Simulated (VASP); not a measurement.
Wanted: the native input for a VASP 6.6.1 run.

```yaml
Task: single point
Functional: PBEsol
Dispersion: D3(BJ)
Potentials_or_basis: VASP PAW PBE potentials, release 64 (B, Bi_d)
Cutoff: 500 eV
k_mesh: 6 × 6 × 6
Occupations: fermi-dirac, width 0.02 eV
Spin: no spin polarisation
Dipole_correction: no
Further_INCAR_settings: ALGO = Normal; EDIFF = 1e-06; NBANDS = 16
```

The structure of BiB lies in POSCAR:

```
BiB
1.0
    0.0000000000      2.6268329274      2.6268329274
    2.6268329274      0.0000000000      2.6268329274
    2.6268329274      2.6268329274      0.0000000000
B Bi
1 1
Direct
    0.0000000000      0.0000000000      0.0000000000
    0.5000000000      0.5000000000      0.5000000000
```

One way to write it, as run:

INCAR

```
ALGO = Normal
EDIFF = 1E-6
ENCUT = 500
GGA = PS
GGA_COMPAT = False
ISIF = 2
ISMEAR = -1
IVDW = 12
LASPH = True
LCHARG = False
LREAL = False
LWAVE = False
NBANDS = 16
NELM = 120
PREC = Accurate
SIGMA = 0.02
```

KPOINTS

```
k-points
0
Gamma
  6 6 6
```

Potentials or basis: VASP PAW PBE potentials, release 64 (B, Bi_d).

The run is started by

```bash
$ cat potpaw_PBE.64/B/POTCAR potpaw_PBE.64/Bi_d/POTCAR > POTCAR
$ mpirun -np 1 vasp_std > vasp.out
```

It gave:

* Pressure: -5.4 GPa
* Band gap on the k mesh: zero (bands 9 and 10 overlap by 4.08 eV)
* Dispersion energy per atom: -0.359 eV

Caveat: the cell stands under tension; the PAW data sets were made with another functional, which shifts forces and pressure a little; spin-orbit coupling is left out, which moves the levels of the heavy elements.

Run time: 11 s on 1 thread of Intel(R) Xeon(R) Platinum 8488C (Sapphire Rapids) (shared host), peak memory 0.16 GiB.
